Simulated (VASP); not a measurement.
# Cu (C2/m) in VASP: single point with r2SCAN

Aim: the single point of Cu with r2SCAN.

Everything below comes from runs of VASP 6.6.1. Logs are shortened: lines on timing, memory, paths and dates and some standing lists are left out, and cuts for length are marked.

## (1) The cell of the first run

It takes space group C2/m (No. 12, monoclinic). Conventional cell: a = 3.988 Å, b = 2.886 Å, c = 3.988 Å, α = 90.00°, β = 92.71°, γ = 90.00°. Cu (site symmetry m) has 14 Cu at 2.46 to 3.17 Å within 3.2 Å.

## (2) Single point, r2SCAN (atoms displaced along a vibrational mode)

Input file POSCAR:

```
Cu
1.0
    1.4427933200     -1.4427933200     -1.3760814500
    1.4427933200      1.4427933200     -1.3760814500
    2.8855866400      0.0000000000      2.7521629000
Cu
2
Direct
    0.0470157867      0.0470157867      0.0001011431
    0.4529842133      0.4529842133      0.4998988569
```

Input file INCAR.step1:

```
SYSTEM = Cu
ALGO = Normal ; EDIFF = 1E-4
ENCUT = 520 ; GGA = PE
ISMEAR = 0 ; LASPH = .TRUE.
LCHARG = .FALSE. ; LREAL = .FALSE.
LWAVE = .TRUE. ; NBANDS = 18
NELM = 100 ; PREC = Accurate
SIGMA = 0.15
```

Input file INCAR.step2:

```
SYSTEM = Cu
ALGO = Normal ; EDIFF = 1E-7
ENCUT = 520 ; ISIF = 2
ISMEAR = 0 ; ISTART = 1
LASPH = .TRUE. ; LCHARG = .FALSE.
LMIXTAU = .TRUE. ; LREAL = .FALSE.
LWAVE = .FALSE. ; METAGGA = R2SCAN
NBANDS = 18 ; NELM = 100
PREC = Accurate ; SIGMA = 0.15
```

Input file KPOINTS:

```
k-points
0
G
  20 20 12
  0 0 0
```

Potentials or basis: VASP PAW PBE potentials, release 64 (Cu).

Started as:

```console
cat potpaw_PBE.64/Cu/POTCAR > POTCAR
cp INCAR.step1 INCAR
mpirun -np 1 vasp_std > vasp.out
cp INCAR.step2 INCAR
mpirun -np 1 vasp_std > vasp.out
```

OUTCAR:

```text
SYSTEM = Cu
   EDIFF = 1E-7
   ENCUT = 520
   ISIF = 2
   ISMEAR = 0
   ISTART = 1
   LASPH = .TRUE.
   LREAL = .FALSE.
   METAGGA = R2SCAN
   NELM = 100
   PREC = Accurate

 ion  position               nearest neighbor table
   1  0.047  0.047  0.000-   2 2.47   2 2.47   2 2.50   2 2.50   2 2.51   2 2.63
   2  0.453  0.453  0.500-   1 2.47   1 2.47   1 2.50   1 2.50   1 2.51   1 2.63

  LATTYP: Found a base centered monoclinic cell.
 ALAT       =     3.9876071628
 B/A-ratio  =     0.7236386440
 C/A-ratio  =     1.0000000000
 COS(beta)  =    -0.0473057741

  Lattice vectors:

 A1 = (  -1.4427933200,   1.4427933200,   1.3760814500)
 A2 = (  -1.4427933200,  -1.4427933200,   1.3760814500)
 A3 = (   2.8855866400,   0.0000000000,   2.7521629000)

Analysis of symmetry for initial positions (statically):
=====================================================================
 Subroutine PRICEL returns:
 Original cell was already a primitive cell.

 Routine SETGRP: Setting up the symmetry group for a
 base centered monoclinic supercell.

 Subroutine GETGRP returns: Found  4 space group operations
 (whereof  2 operations were pure point group operations)
 out of a pool of  4 trial point group operations.

The static configuration has the point symmetry C_1h.
 The point group associated with its full space group is C_2h.

Analysis of symmetry for dynamics (positions and initial velocities):
=====================================================================
 Subroutine PRICEL returns:
 Original cell was already a primitive cell.

 Routine SETGRP: Setting up the symmetry group for a
 base centered monoclinic supercell.

 Subroutine GETGRP returns: Found  4 space group operations
 (whereof  2 operations were pure point group operations)
 out of a pool of  4 trial point group operations.

The dynamic configuration has the point symmetry C_1h.
 The point group associated with its full space group is C_2h.

 Subroutine INISYM returns: Found  4 space group operations
 (whereof  2 operations are pure point group operations),
 and found     1 'primitive' translations

----------------------------------------------------------------------------------------

                                     Primitive cell

  volume of cell :      22.9162

  direct lattice vectors                    reciprocal lattice vectors
     1.442793320 -1.442793320 -1.376081450     0.173274991 -0.346549983 -0.181675293
     1.442793320  1.442793320 -1.376081450     0.173274991  0.346549983 -0.181675293
     2.885586640  0.000000000  2.752162900     0.173274991  0.000000000  0.181675293

  length of vectors
     2.461078074  2.461078074  3.987607163     0.427933435  0.427933435  0.251058030

  position of ions in fractional coordinates (direct lattice)
     0.047015787  0.047015787  0.000101143
     0.452984213  0.452984213  0.499898857

  ion indices of the primitive-cell ions
   primitive index   ion index
                 1           1
                 2           2

----------------------------------------------------------------------------------------

 KPOINTS: k-points

Automatic generation of k-mesh.
 Grid dimensions read from file:
 generate k-points for:   20   20   12

 Generating k-lattice:

  Cartesian coordinates                     Fractional coordinates (reciprocal lattice)
     0.008663750 -0.017327499 -0.009083765     0.050000000 -0.000000000  0.000000000
     0.008663750  0.017327499 -0.009083765    -0.000000000  0.050000000  0.000000000
     0.014439583  0.000000000  0.015139608     0.000000000  0.000000000  0.083333333

  Length of vectors
     0.021396672  0.021396672  0.020921503

  Shift w.r.t. Gamma in fractional coordinates (k-lattice)
     0.000000000  0.000000000  0.000000000

 Subroutine IBZKPT returns following result:
 ===========================================

 Found   1272 irreducible k-points:

 Following reciprocal coordinates:
            Coordinates               Weight
  0.000000  0.000000  0.000000      1.000000
  0.050000 -0.000000  0.000000      4.000000
  0.100000 -0.000000  0.000000      4.000000
  0.150000 -0.000000  0.000000      4.000000
  0.200000 -0.000000  0.000000      4.000000
  0.250000 -0.000000  0.000000      4.000000
[... 16 lines left out ...]
 -0.400000  0.050000 -0.000000      4.000000
 -0.350000  0.050000 -0.000000      4.000000
 [... further k-points ...]
   k-points           NKPTS =   1272   k-points in BZ     NKDIM =   1272   number of bands    NBANDS=     18
   number of dos      NEDOS =    301   number of ions     NIONS =      2
   total plane-waves  NPLWV =   9720
   dimension x,y,z NGX =    18 NGY =   18 NGZ =   30
   dimension x,y,z NGXF=    36 NGYF=   36 NGZF=   60
   ions per type =               2
   NGX,Y,Z   is equivalent  to a cutoff of  12.16, 12.16, 12.51 a.u.
   NGXF,Y,Z  is equivalent  to a cutoff of  24.32, 24.32, 25.01 a.u.
 SYSTEM =  Cu
   PREC   = accura    normal or accurate (medium, high low for compatibility)
   ISTART =      1    job   : 0-new  1-cont  2-samecut
   ICHARG =      0    charge: 1-file 2-atom 10-const
   ISPIN  =      1    spin polarized calculation?
   LNONCOLLINEAR =      F non collinear calculations
   LSORBIT =      F    spin-orbit coupling
   LASPH  =      T    aspherical Exc in radial PAW
   ENCUT  =  520.0 eV  38.22 Ry    6.18 a.u.   4.58  4.58  7.41*2*pi/ulx,y,z
   NELM   =    100;   NELMIN=  2; NELMDL=  0     # of ELM steps
   EDIFF  = 0.1E-06   stopping-criterion for ELM
   LREAL  =      F    real-space projection
   EDIFFG = 0.1E-05   stopping-criterion for IOM
   NSW    =      0    number of steps for IOM
   IBRION =     -1    ionic relax: 0-MD 1-quasi-New 2-CG
   NFREE  =      0    steps in history (QN), initial steepest desc. (CG)
   ISIF   =      2    stress and relaxation
   ISYM   =      2    0-nonsym 1-usesym 2-fastsym
   POTIM  = 0.5000    time-step for ionic-motion
   TEBEG  =    0.0;   TEEND  =   0.0 temperature during run
   PSTRESS=    0.0 pullay stress
   NELECT =      22.0000    total number of electrons
   NUPDOWN=      -1.0000    fix difference up-down
   EMIN   =  10.00;   EMAX   =-10.00  energy-range for DOS
   EFERMI =   0.00;   METHOD = LEGACY
   ISMEAR =     0;   SIGMA  =   0.15  broadening in eV -4-tet -1-fermi 0-gaus
   EFERMI_NEDOS =   21; number of points for ismear=-14 and -15
   IALGO  =     38    algorithm
   IMIX   =      4    mixing-type and parameters
     AMIX     =   0.40;   BMIX     =  1.00
     AMIX_MAG =   1.60;   BMIX_MAG =  1.00
  volume/ion in A,a.u.               =      11.46        77.32
  Fermi-wavevector in a.u.,A,eV,Ry     =   1.614984  3.051878 35.486359  2.608174
  Thomas-Fermi vector in A             =   2.709805
   LORBIT       =      0    0 simple, 1 ext, 2 COOP (PROOUT), +10 PAW based schemes
   METAGGA = R2SCAN    functional components
   LHFCALC =     F    Hartree Fock is set to
   AEXX    =    0.0000 exact exchange contribution
   IVDW    =     0    specifies the selected vdW correction
   LEPSILON=     F    determine dielectric tensor
   LRPA    =     F    only Hartree local field effects (RPA)
 non-spin polarized calculation
 Gauss-broadening in eV      SIGMA  =   0.15
  energy-cutoff  :      520.00
  volume of cell :       22.92
 maximum number of plane-waves:       636
   NGX =  9   NGY =  9   NGZ = 15

 number of electron      22.0000024 magnetization

 Free energy of the ion-electron system (eV)
  ---------------------------------------------------
  ext. energy  EPLUGINS =         0.00000000
  ---------------------------------------------------
  free energy    TOTEN  =       -21.56171042 eV

  energy without entropy =      -21.55471471  energy(sigma->0) =      -21.55821256

 E-fermi :   7.7759     XC(G=0): -13.9448

 val. band max:        7.7754026170   @ k =  -0.4500  -0.4500   0.1667
 cond. band min:       7.7785431560   @ k =  -0.2000   0.5000   0.0833
 fundamental gap:      0.0031405390
 Fermi energy:         7.7759198384

 k-point     1 :       0.0000    0.0000    0.0000
  band No.  band energies     occupation
      1      -2.1271      2.00000
      2       2.4216      2.00000
      3       3.6795      2.00000
      4       4.3268      2.00000
      5       4.6351      2.00000
      6       4.6548      2.00000
[... 10 lines left out ...]
     17      31.5522      0.00000
     18      34.0081      0.00000

 k-point     2 :       0.0500   -0.0000    0.0000
  band No.  band energies     occupation
      1      -2.0515      2.00000
      2       2.4617      2.00000
      3       3.6854      2.00000
      4       4.3366      2.00000
      5       4.6265      2.00000
      6       4.6672      2.00000
[... 10 lines left out ...]
     17      32.0727      0.00000
     18      33.2011      0.00000

 k-point     3 :       0.1000   -0.0000    0.0000
  band No.  band energies     occupation
      1      -1.8263      2.00000
      2       2.5767      2.00000
      3       3.7005      2.00000
      4       4.3539      2.00000
      5       4.5934      2.00000
      6       4.7172      2.00000
[... 10 lines left out ...]
     17      31.1667      0.00000
     18      32.5138      0.00000

 k-point     4 :       0.1500   -0.0000    0.0000
  band No.  band energies     occupation
      1      -1.4563      2.00000
      2       2.7493      2.00000
      3       3.7191      2.00000
      4       4.3518      2.00000
      5       4.5129      2.00000
      6       4.8253      2.00000
[... 375 lines left out ...]
      4       3.9630      2.00000
      5       4.1803      2.00000
      6       4.5343      2.00000
[... 10 lines left out ...]
     17      23.5283      0.00000
     18      30.0648      0.00000

 k-point    23 :      -0.4000    0.0500   -0.0000
  band No.  band energies     occupation
      1       2.0944      2.00000
      2       3.1820      2.00000
      3       3.4662      2.00000
      4       3.9688      2.00000
      5       4.2492      2.00000
      6       4.5132      2.00000
[... 10 lines left out ...]
     17      23.3048      0.00000
     18      30.4161      0.00000

 k-point    24 :      -0.3500    0.0500   -0.0000
  band No.  band energies     occupation
      1       1.4218      2.00000
      2       3.2189      2.00000
      3       3.5851      2.00000
      4       3.9250      2.00000
      5       4.3478      2.00000
      6       4.4694      2.00000
[... 10 lines left out ...]
     17      23.2745      0.00000
     18      30.7564      0.00000

 [... further k-points ...]

------------------------ aborting loop because EDIFF is reached ----------------------------------------

  FORCE on cell =-STRESS in cart. coord.  units (eV):
  Direction    XX          YY          ZZ          XY          YZ          ZX
  --------------------------------------------------------------------------------------
  -------------------------------------------------------------------------------------
  Total        0.2955798     -0.1182504      0.6206600      0.0000000      0.0000000     -0.0781558
  in kB       20.6653602     -8.2674358     43.3932309      0.0000000      0.0000000     -5.4642326
  external PRESSURE =      18.5970518 kB  Pullay stress =       0.0000000 kB

 VOLUME and BASIS-vectors are now :
 -----------------------------------------------------------------------------
  energy-cutoff  :      520.00
  volume of cell :       22.92
      direct lattice vectors                 reciprocal lattice vectors
     1.442793320 -1.442793320 -1.376081450     0.173274991 -0.346549983 -0.181675293
     1.442793320  1.442793320 -1.376081450     0.173274991  0.346549983 -0.181675293
     2.885586640  0.000000000  2.752162900     0.173274991  0.000000000  0.181675293

 POSITION                                       TOTAL-FORCE (eV/Angst)
 -----------------------------------------------------------------------------------
      0.13596      0.00000     -0.12912        -0.085880      0.000000      0.139007
      2.74963      0.00000      0.12912         0.085880      0.000000     -0.139007
 -----------------------------------------------------------------------------------
    total drift:                                0.000000     -0.000000      0.000000

  FREE ENERGIE OF THE ION-ELECTRON SYSTEM (eV)
  ---------------------------------------------------
  free  energy   TOTEN  =       -21.5617104152 eV

  energy  without entropy=      -21.5547147111  energy(sigma->0) =      -21.55821256
```

It took 32 min on 1 thread of AMD EPYC 7R43 (Zen 3), shared host; peak memory 0.45 GiB.

What came out:

| Item | Value |
| --- | --- |
| Free energy | -21.5617 eV |
| Pressure | 1.9 GPa |
| Largest force | 0.163 eV/Å |
| Band gap on the k mesh | zero (bands 11 and 12 overlap by 5.92 eV) |

Forces on the atoms (eV/Å):
```
Cu  -0.086  0.000  0.139
Cu   0.086  0.000 -0.139
```

Stress tensor (GPa, compression positive):
```
 2.07  0.00 -0.55
 0.00 -0.83  0.00
-0.55  0.00  4.34
```

Caveat: the cell differs from its parent crystal (atoms displaced along a vibrational mode); the stress differs along the axes, from -1 to 4 GPa; the PAW data sets were made with another functional, which shifts forces and pressure a little.
